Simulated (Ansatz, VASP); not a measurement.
## One calculation of AgBr, two programs

```
Ag Br
1.0
     2.83770    2.83770    0.00000
    -2.83770    2.83770    0.00000
     0.00000    2.83770    2.83770
Ag Br
1 1
Direct
  0.00000 0.00000 0.00000
  0.50000 0.50000 0.00000
```

Change from the starting cell: unstrained.

Alike in both runs: task single point; functional PBEsol; k mesh 8 × 8 × 8; occupations fermi-dirac, width 0.01 eV; non-collinear spin, spin-orbit coupling.

```csv
,VASP,Ansatz
version,VASP 6.6.1,Ansatz 0.2.0
potentials or method,"VASP PAW PBE potentials, release 64 (Ag, Br), cutoff 500 eV",all-electron LAPW
```

Ansatz gave:

```
pressure (GPa)           : 0.0
net moment per atom (μB) : 0.00
```

Task: Which values does VASP return?

Result: Pressure (GPa): -0.1; net moment per atom (μB): 0.00.

VASP's potentials were made for PBE, not for PBEsol. Ansatz ran all-electron here, and VASP with PAW potentials.
